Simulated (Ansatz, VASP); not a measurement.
Ir12O: VASP beside Ansatz

The input INCAR:

```
SYSTEM = Ir12O
PREC = Accurate ; ENCUT = 520
EDIFF = 1E-6 ; ISMEAR = 0
SIGMA = 0.1 ; LREAL = .False.
LASPH = .True. ; NELM = 80
ALGO = Normal ; ISIF = 2
LWAVE = .False. ; LCHARG = .False.
LDIPOL = .True. ; IDIPOL = 3
DIPOL = 0.5 0.5 0.295 ; GGA = PE
IVDW = 12 ; NBANDS = 69
```

The input KPOINTS:

```
regular mesh
0
Gamma
  5 5 1
  0 0 0
```

The input POSCAR:

```
Ir12O
1.0
    5.4309029918      0.0000000000      0.0000000000
    0.0000000000      5.4309029918      0.0000000000
    0.0000000000      0.0000000000     21.0013955423
Ir O
12 1
Direct
    0.2500000000      0.2500000000      0.1904635333
    0.2500000000      0.7500000000      0.1904635333
    0.7500000000      0.2500000000      0.1904635333
    0.7500000000      0.7500000000      0.1904635333
    0.0000000000      0.0000000000      0.2785823619
    0.0000000000      0.5000000000      0.2785823619
    0.5000000000      0.0000000000      0.2785823619
    0.5000000000      0.5000000000      0.2785823619
    0.2500000000      0.2500000000      0.3667087517
    0.2500000000      0.7500000000      0.3667087517
    0.7500000000      0.2500000000      0.3667087517
    0.7500000000      0.7500000000      0.3667087517
    0.2500000000      0.5000000000      0.4857484600
```

Input for Ansatz:

```yaml
crystal:
  lattice:
    - [5.4309029918, 0.0, 0.0]
    - [0.0, 5.4309029918, 0.0]
    - [0.0, 0.0, 21.0013955423]
  atoms:
    - { symbol: Ir, position: [0.25, 0.25, 0.1904635333] }
    - { symbol: Ir, position: [0.25, 0.75, 0.1904635333] }
    - { symbol: Ir, position: [0.75, 0.25, 0.1904635333] }
    - { symbol: Ir, position: [0.75, 0.75, 0.1904635333] }
    - { symbol: Ir, position: [0.0, 0.0, 0.2785823619] }
    - { symbol: Ir, position: [0.0, 0.5, 0.2785823619] }
    - { symbol: Ir, position: [0.5, 0.0, 0.2785823619] }
    - { symbol: Ir, position: [0.5, 0.5, 0.2785823619] }
    - { symbol: Ir, position: [0.25, 0.25, 0.3667087517] }
    - { symbol: Ir, position: [0.25, 0.75, 0.3667087517] }
    - { symbol: Ir, position: [0.75, 0.25, 0.3667087517] }
    - { symbol: Ir, position: [0.75, 0.75, 0.3667087517] }
    - { symbol: O, position: [0.25, 0.5, 0.48574846] }
basis:
  ecutwfc: 420
kpoints:
  mp_grid: { grid: [5, 5, 1] }
hamiltonian:
  xc: pbe
  pseudopotentials: { kind: paw, azcp: { folder: soft_1 } }
  dispersion: d3bj
scf:
  occupations: { method: gaussian, width: 0.1 }
output:
  forces: true
  eigenvalues: true
efield:
  axis: 3
  dipole_correction: true
  ramp_width: 0.04
```

Alike in both runs: task single point; functional PBE; dispersion D3(BJ); k mesh 5 × 5 × 1; occupations gaussian, width 0.1 eV; no spin polarisation.

|  | VASP | Ansatz |
| --- | --- | --- |
| version | VASP 6.6.1 | Ansatz 0.2.0 |
| potentials or method | VASP PAW PBE potentials, release 64 (Ir, O), cutoff 520 eV | scalar-relativistic, plane waves, PAW |
| valence electrons in the cell | 114 | 210 |

|  | VASP | Ansatz | Ansatz less VASP |
| --- | --- | --- | --- |
| gap on the k mesh at the Fermi level (eV) | none | none | - |
| rms of the force components (eV/Å) | 0.660 | 0.657 | -0.0027 |

Atom by atom the forces differ by 0.024 eV/Å (rms over components). A gap of «none» marks a metal or a gap that the smearing closes. VASP's potentials hold 114 valence electrons a cell and Ansatz's 210, so a difference there can come from the potentials and not from the codes.

Spin-orbit coupling is off throughout.
